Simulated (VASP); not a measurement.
# Cu (P6_3/mmc) in VASP: further runs, part 2 of 2

VASP 6.6.1. The steps go on from the part before.

### Step 4. Single point, LDA (volume scaled by 0.76)

File INCAR:

```
  ALGO = Normal
  EDIFF = 1E-7
  ENCUT = 520
  GGA = CA
  ISIF = 2
  ISMEAR = -1
  LASPH = True
  LCHARG = False
  LREAL = False
  LWAVE = False
  NBANDS = 18
  NELM = 80
  PREC = Accurate
  SIGMA = 0.1
```

File KPOINTS:

```
k-points
0
Gamma
  17 17 10
```

File POSCAR:

```
Cu
1.0
    2.2661618989      0.0000000000      0.0000000000
   -1.1330809495      1.9625537736      0.0000000000
    0.0000000000      0.0000000000      3.7232577192
Cu
2
Direct
    0.3333333333      0.6666666667      0.2500000000
    0.6666666667      0.3333333333      0.7500000000
```

Potentials or basis: VASP PAW LDA potentials, release 64 (Cu).

Launch:

```bash
$ cat potpaw_LDA.64/Cu/POTCAR > POTCAR
$ mpirun -np 1 vasp_std > vasp.out
```

OUTCAR:

```text
EDIFF = 1E-7
   ENCUT = 520
   GGA = CA
   ISIF = 2
   ISMEAR = -1
   LASPH = True
   LREAL = False
   NELM = 80
   PREC = Accurate

 ion  position               nearest neighbor table
   1  0.333  0.667  0.250-   2 2.28   2 2.28   2 2.28   2 2.28   2 2.28   2 2.28
   2  0.667  0.333  0.750-   1 2.28   1 2.28   1 2.28   1 2.28   1 2.28   1 2.28

  LATTYP: Found a hexagonal cell.
 ALAT       =     2.2661618989
 C/A-ratio  =     1.6429795775

  Lattice vectors:

 A1 = (   2.2661618989,   0.0000000000,   0.0000000000)
 A2 = (  -1.1330809495,   1.9625537736,   0.0000000000)
 A3 = (   0.0000000000,   0.0000000000,   3.7232577192)

Analysis of symmetry for initial positions (statically):
=====================================================================
 Subroutine PRICEL returns:
 Original cell was already a primitive cell.

 Routine SETGRP: Setting up the symmetry group for a
 hexagonal supercell.

 Subroutine GETGRP returns: Found 24 space group operations
 (whereof 12 operations were pure point group operations)
 out of a pool of 24 trial point group operations.

The static configuration has the point symmetry D_3d.
 The point group associated with its full space group is D_6h.

Analysis of symmetry for dynamics (positions and initial velocities):
=====================================================================
 Subroutine PRICEL returns:
 Original cell was already a primitive cell.

 Routine SETGRP: Setting up the symmetry group for a
 hexagonal supercell.

 Subroutine GETGRP returns: Found 24 space group operations
 (whereof 12 operations were pure point group operations)
 out of a pool of 24 trial point group operations.

The dynamic configuration has the point symmetry D_3d.
 The point group associated with its full space group is D_6h.

 Subroutine INISYM returns: Found 24 space group operations
 (whereof 12 operations are pure point group operations),
 and found     1 'primitive' translations

----------------------------------------------------------------------------------------

                                     Primitive cell

  volume of cell :      16.5591

  direct lattice vectors                    reciprocal lattice vectors
     2.266161899  0.000000000  0.000000000     0.441274739  0.254770089  0.000000000
    -1.133080950  1.962553774  0.000000000     0.000000000  0.509540178  0.000000000
     0.000000000  0.000000000  3.723257719     0.000000000  0.000000000  0.268581999

  length of vectors
     2.266161899  2.266161899  3.723257719     0.509540178  0.509540178  0.268581999

  position of ions in fractional coordinates (direct lattice)
     0.333333333  0.666666667  0.250000000
     0.666666667  0.333333333  0.750000000

  ion indices of the primitive-cell ions
   primitive index   ion index
                 1           1
                 2           2

----------------------------------------------------------------------------------------

 KPOINTS: k-points

Automatic generation of k-mesh.
 Grid dimensions read from file:
 generate k-points for:   17   17   10

 Generating k-lattice:

  Cartesian coordinates                     Fractional coordinates (reciprocal lattice)
     0.025957338  0.014986476  0.000000000     0.058823529  0.000000000  0.000000000
     0.000000000  0.029972952  0.000000000     0.000000000  0.058823529  0.000000000
     0.000000000  0.000000000  0.026858200     0.000000000  0.000000000  0.100000000

  Length of vectors
     0.029972952  0.029972952  0.026858200

  Shift w.r.t. Gamma in fractional coordinates (k-lattice)
     0.000000000  0.000000000  0.000000000

 Subroutine IBZKPT returns following result:
 ===========================================

 Found    198 irreducible k-points:

 Following reciprocal coordinates:
            Coordinates               Weight
  0.000000  0.000000  0.000000      1.000000
  0.058824 -0.000000  0.000000      6.000000
  0.117647 -0.000000  0.000000      6.000000
  0.176471  0.000000  0.000000      6.000000
  0.235294 -0.000000  0.000000      6.000000
  0.294118 -0.000000  0.000000      6.000000
[... 16 lines left out ...]
  0.411765  0.117647  0.000000     12.000000
  0.176471  0.176471  0.000000      6.000000
 [... further k-points ...]
   k-points           NKPTS =    198   k-points in BZ     NKDIM =    198   number of bands    NBANDS=     18
   number of dos      NEDOS =    301   number of ions     NIONS =      2
   total plane-waves  NPLWV =   9072
   dimension x,y,z NGX =    18 NGY =   18 NGZ =   28
   dimension x,y,z NGXF=    36 NGYF=   36 NGZF=   56
   ions per type =               2
   NGX,Y,Z   is equivalent  to a cutoff of  13.20, 13.20, 12.50 a.u.
   NGXF,Y,Z  is equivalent  to a cutoff of  26.41, 26.41, 25.00 a.u.
 SYSTEM =  unknown system
   PREC   = accura    normal or accurate (medium, high low for compatibility)
   ISTART =      0    job   : 0-new  1-cont  2-samecut
   ICHARG =      2    charge: 1-file 2-atom 10-const
   ISPIN  =      1    spin polarized calculation?
   LNONCOLLINEAR =      F non collinear calculations
   LSORBIT =      F    spin-orbit coupling
   LASPH  =      T    aspherical Exc in radial PAW
   ENCUT  =  520.0 eV  38.22 Ry    6.18 a.u.   4.21  4.21  6.92*2*pi/ulx,y,z
   NELM   =     80;   NELMIN=  2; NELMDL= -5     # of ELM steps
   EDIFF  = 0.1E-06   stopping-criterion for ELM
   LREAL  =      F    real-space projection
   EDIFFG = 0.1E-05   stopping-criterion for IOM
   NSW    =      0    number of steps for IOM
   IBRION =     -1    ionic relax: 0-MD 1-quasi-New 2-CG
   NFREE  =      0    steps in history (QN), initial steepest desc. (CG)
   ISIF   =      2    stress and relaxation
   ISYM   =      2    0-nonsym 1-usesym 2-fastsym
   POTIM  = 0.5000    time-step for ionic-motion
   TEBEG  =    0.0;   TEEND  =   0.0 temperature during run
   PSTRESS=    0.0 pullay stress
   NELECT =      22.0000    total number of electrons
   NUPDOWN=      -1.0000    fix difference up-down
   EMIN   =  10.00;   EMAX   =-10.00  energy-range for DOS
   EFERMI =   0.00;   METHOD = LEGACY
   ISMEAR =    -1;   SIGMA  =   0.10  broadening in eV -4-tet -1-fermi 0-gaus
   EFERMI_NEDOS =   21; number of points for ismear=-14 and -15
   IALGO  =     38    algorithm
   IMIX   =      4    mixing-type and parameters
     AMIX     =   0.40;   BMIX     =  1.00
     AMIX_MAG =   1.60;   BMIX_MAG =  1.00
  volume/ion in A,a.u.               =       8.28        55.87
  Fermi-wavevector in a.u.,A,eV,Ry     =   1.799716  3.400969 44.068943  3.238976
  Thomas-Fermi vector in A             =   2.860591
   LORBIT       =      0    0 simple, 1 ext, 2 COOP (PROOUT), +10 PAW based schemes
   GGA     = CA    functional components
   LHFCALC =     F    Hartree Fock is set to
   AEXX    =    0.0000 exact exchange contribution
   IVDW    =     0    specifies the selected vdW correction
   LEPSILON=     F    determine dielectric tensor
   LRPA    =     F    only Hartree local field effects (RPA)
 non-spin polarized calculation
  energy-cutoff  :      520.00
  volume of cell :       16.56
 maximum number of plane-waves:       459
 NGX is ok and might be reduce to    18

 number of electron      22.0000049 magnetization

 Free energy of the ion-electron system (eV)
  ---------------------------------------------------
  ext. energy  EPLUGINS =         0.00000000
  ---------------------------------------------------
  free energy    TOTEN  =        -8.10779430 eV

  energy without entropy =       -8.09501183  energy(sigma->0) =       -8.10140307

 E-fermi :  12.8835     XC(G=0): -15.3177

 val. band max:       12.8549424657   @ k =   0.4118   0.0588   0.5000
 cond. band min:      12.8854359871   @ k =   0.2353   0.0588   0.3000
 fundamental gap:      0.0304935214
 Fermi energy:        12.8834984314

 k-point     1 :       0.0000    0.0000    0.0000
  band No.  band energies     occupation
      1       0.3487      2.00000
      2       5.1285      2.00000
      3       8.2416      2.00000
      4       8.3705      2.00000
      5       8.3705      2.00000
      6       8.7349      2.00000
[... 10 lines left out ...]
     17      40.5598      0.00000
     18      40.6069      0.00000

 k-point     2 :       0.0588   -0.0000    0.0000
  band No.  band energies     occupation
      1       0.4951      2.00000
      2       5.2219      2.00000
      3       8.1281      2.00000
      4       8.4405      2.00000
      5       8.4631      2.00000
      6       8.6975      2.00000
[... 10 lines left out ...]
     17      40.3916      0.00000
     18      41.4351      0.00000
[... 442 lines left out ...]
 k-point    24 :       0.1765    0.1765    0.0000
  band No.  band energies     occupation
      1       3.8332      2.00000
      2       6.5678      2.00000
      3       6.7657      2.00000
      4       7.0164      2.00000
      5       8.2317      2.00000
      6       8.3716      2.00000
[... 10 lines left out ...]
     17      35.0346      0.00000
     18      36.5674      0.00000

 [... further k-points ...]
[... 5 lines left out ...]
  --------------------------------------------------------------------------------------
  -------------------------------------------------------------------------------------
  Total       10.6334569     10.6334569     10.6276657     -0.0000000      0.0000000      0.0000000
  in kB     1028.8438345   1028.8438346   1028.2835088     -0.0000000      0.0000000      0.0000000
  external PRESSURE =    1028.6570593 kB  Pullay stress =       0.0000000 kB

 VOLUME and BASIS-vectors are now :
 -----------------------------------------------------------------------------
  energy-cutoff  :      520.00
  volume of cell :       16.56
      direct lattice vectors                 reciprocal lattice vectors
     2.266161899  0.000000000  0.000000000     0.441274739  0.254770089  0.000000000
    -1.133080950  1.962553774  0.000000000     0.000000000  0.509540178  0.000000000
     0.000000000  0.000000000  3.723257719     0.000000000  0.000000000  0.268581999

 POSITION                                       TOTAL-FORCE (eV/Angst)
 -----------------------------------------------------------------------------------
     -0.00000      1.30837      0.93081        -0.000000      0.000000      0.000000
      1.13308      0.65418      2.79244         0.000000     -0.000000      0.000000
 -----------------------------------------------------------------------------------
    total drift:                               -0.000000      0.000000     -0.000000

  FREE ENERGIE OF THE ION-ELECTRON SYSTEM (eV)
  ---------------------------------------------------
  free  energy   TOTEN  =        -8.1077943039 eV

  energy  without entropy=       -8.0950118337  energy(sigma->0) =       -8.10140307
```

stdout:

```text
POSCAR found type information on POSCAR Cu
 POSCAR found :  1 types and       2 ions
 scaLAPACK will be used
 LDA part: xc-table for (Slater(with rela. corr.)+CA(PZ))
 , standard interpolation
 POSCAR, INCAR and KPOINTS ok, starting setup
 FFT: planning ... GRIDC
 FFT: planning ... GRID_SOFT
 FFT: planning ... GRID
 WAVECAR not read
 entering main loop
```

Run time: 32 s. Hardware: 1 thread of Intel Xeon 6975P-C, shared host; peak memory 0.16 GiB.

Results:

```yaml
Free_energy: -8.1078 eV
Pressure: 102.9 GPa
Band_gap_on_the_k_mesh: zero (band 11 reaches 17.52 eV, above the bottom of band 12 at 10.16 eV)
```

Levels at points of the mesh, in eV from the Fermi level:
| k point | band 8 | band 9 | band 10 | band 11 | band 12 | band 13 | band 14 | band 15 |
| --- | --- | --- | --- | --- | --- | --- | --- | --- |
| (0.00, 0.00, 0.00) | -3.61 | -3.61 | -2.35 | -2.35 | -2.33 | 5.70 | 24.12 | 27.44 |
| (0.00, 0.00, 0.50) | -4.57 | -2.73 | -2.73 | -2.73 | -2.73 | 15.48 | 15.48 | 24.96 |

Caveat: the cell differs from its parent crystal (volume scaled by 0.76).

### Step 5. Single point, LDA

This run uses another cell than the first one, of 9.15 Å³/atom, 1.235 times its volume.

File INCAR:

```
SYSTEM = Cu
PREC = Accurate ; ENCUT = 520
EDIFF = 1E-6 ; ISMEAR = -1
SIGMA = 0.1 ; LREAL = .FALSE.
LASPH = .TRUE. ; NELM = 80
ALGO = Normal ; ISIF = 2
LWAVE = .FALSE. ; LCHARG = .FALSE.
NBANDS = 18
```

File KPOINTS:

```
Automatic mesh
0
G
  17 17 10
  0 0 0
```

File POSCAR:

```
Cu
1.0
    2.3422823001      0.0000000000      0.0000000000
   -1.1711411501      2.0284759747      0.0000000000
    0.0000000000      0.0000000000      3.8520523985
Cu
2
Direct
    0.3333333333      0.6666666667      0.2500000000
    0.6666666667      0.3333333333      0.7500000000
```

Launch:

```bash
$ cat potpaw_LDA.64/Cu/POTCAR > POTCAR
$ mpirun -np 1 vasp_std > vasp.out
```

It took 39 s on 1 thread of Intel Xeon 6975P-C, shared host; peak memory 0.16 GiB.

It converged, with:

```yaml
Free_energy: -8.9252 eV
Pressure: 51.4 GPa
Band_gap_on_the_k_mesh: zero (band 11 reaches 15.44 eV, above the bottom of band 12 at 8.61 eV)
```

Levels at points of the mesh, in eV from the Fermi level:
```
           k point  band 8  band 9  band 10  band 11  band 12  band 13  band 14  band 15
(0.00, 0.00, 0.00)   -3.24   -3.24    -2.16    -2.16    -1.95     5.02    23.46    25.91
(0.00, 0.00, 0.50)   -4.07   -2.49    -2.49    -2.49    -2.49    14.48    14.48    24.24
```

### Step 6. Single point, LDA

File INCAR:

```
PREC     = Accurate       # precision mode
ENCUT    = 520            # plane-wave cutoff, eV
EDIFF    = 1E-6           # SCF threshold, eV
ISMEAR   = -1             # smearing method
SIGMA    = 0.1            # smearing width, eV
LREAL    = False          # projectors in reciprocal space
LASPH    = True           # aspherical terms in the spheres
NELM     = 60             # most SCF steps
ALGO     = Normal         # electronic algorithm
ISIF     = 2              # what is computed and relaxed
LWAVE    = False          # write WAVECAR
LCHARG   = True           # write CHGCAR
GGA      = CA             # functional
LELF     = True           # ELF
LVHAR    = True         
NBANDS   = 18             # bands
```

File KPOINTS:

```
Automatic mesh
0
Gamma
  17 17 10
```

POSCAR is that of step 5.

Potentials or basis: VASP PAW LDA potentials, release 64 (Cu).

Launch:

```bash
$ cat potpaw_LDA.64/Cu/POTCAR > POTCAR
$ mpirun -np 1 vasp_std > vasp.out
```

Wall time 39 s (1 thread of Intel Xeon 6975P-C, shared host); peak memory 0.16 GiB.

Results (log left out):

* Free energy: -8.9252 eV
* Pressure: 51.4 GPa
* Band gap on the k mesh: zero (band 11 reaches 15.44 eV, above the bottom of band 12 at 8.61 eV)

Levels at points of the mesh, in eV from the Fermi level:
| k point | band 8 | band 9 | band 10 | band 11 | band 12 | band 13 | band 14 | band 15 |
| --- | --- | --- | --- | --- | --- | --- | --- | --- |
| (0.00, 0.00, 0.00) | -3.24 | -3.24 | -2.16 | -2.16 | -1.95 | 5.02 | 23.46 | 25.91 |
| (0.00, 0.00, 0.50) | -4.07 | -2.49 | -2.49 | -2.49 | -2.49 | 14.48 | 14.48 | 24.24 |

### Step 7. Summary

```tsv
cell	gap on the mesh (eV)	pressure (GPa)
a = 2.184, b = 2.184, c = 3.586 Å, angles 90.0, 90.0, 120.0°, 2 atoms	none	189.5
a = 2.266, b = 2.266, c = 3.723 Å, angles 90.0, 90.0, 120.0°, 2 atoms	none	102.9
a = 2.342, b = 2.342, c = 3.852 Å, angles 90.0, 90.0, 120.0°, 2 atoms	none	51.4
```

Alike in all rows: task single point; level LDA; potentials or basis VASP PAW LDA potentials, release 64 (Cu); no spin polarisation; k mesh 17 × 17 × 10; cutoff (eV) 520; smearing fermi-dirac 0.1 eV.

Absolute energies hang on the potentials; compare differences alone.
